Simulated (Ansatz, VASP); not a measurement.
Si in VASP and in Ansatz

INCAR

```
PREC = Accurate ; ENCUT = 520
EDIFF = 1E-6 ; ISMEAR = 0
SIGMA = 0.15 ; LREAL = F
LASPH = T ; NELM = 60
ALGO = Normal ; ISIF = 2
LWAVE = F ; LCHARG = F
GGA = PS ; NBANDS = 8
```

The input KPOINTS:

```
Automatic mesh
0
Gamma
  24 24 24
```

Contents of POSCAR:

```
Si
1.0
    0.0000000000      1.9108305409      1.9108305409
    1.9108305409      0.0000000000      1.9108305409
    1.9108305409      1.9108305409      0.0000000000
Si
1
Direct
    0.0000000000      0.0000000000      0.0000000000
```

Input for Ansatz:

```yaml
crystal:
  lattice:
    - [0.0, 1.9108305409, 1.9108305409]
    - [1.9108305409, 0.0, 1.9108305409]
    - [1.9108305409, 1.9108305409, 0.0]
  atoms:
    - { symbol: Si, position: [0.0, 0.0, 0.0] }
basis:
  ecutwfc: 420
kpoints:
  mp_grid: { grid: [24, 24, 24] }
hamiltonian:
  xc: pbesol
scf:
  occupations: { method: gaussian, width: 0.15 }
output:
  forces: true
  stress: true
  eigenvalues: true
```

Alike in both runs: task single point; functional PBEsol; k mesh 24 × 24 × 24; occupations gaussian, width 0.15 eV; no spin polarisation.

|  | VASP | Ansatz |
| --- | --- | --- |
| version | VASP 6.6.1 | Ansatz 0.2.0 |
| potentials or method | VASP PAW PBE potentials, release 64 (Si), cutoff 520 eV | scalar-relativistic, plane waves, PAW |
| valence electrons in the cell | 4 | 4 |

|  | VASP | Ansatz | Ansatz less VASP |
| --- | --- | --- | --- |
| gap on the k mesh at the Fermi level (eV) | none | none | - |
| pressure (GPa) | 0.9 | 0.7 | -0.14 |

VASP's potentials were made for PBE, not for PBEsol. A gap of «none» marks a metal or a gap that the smearing closes.
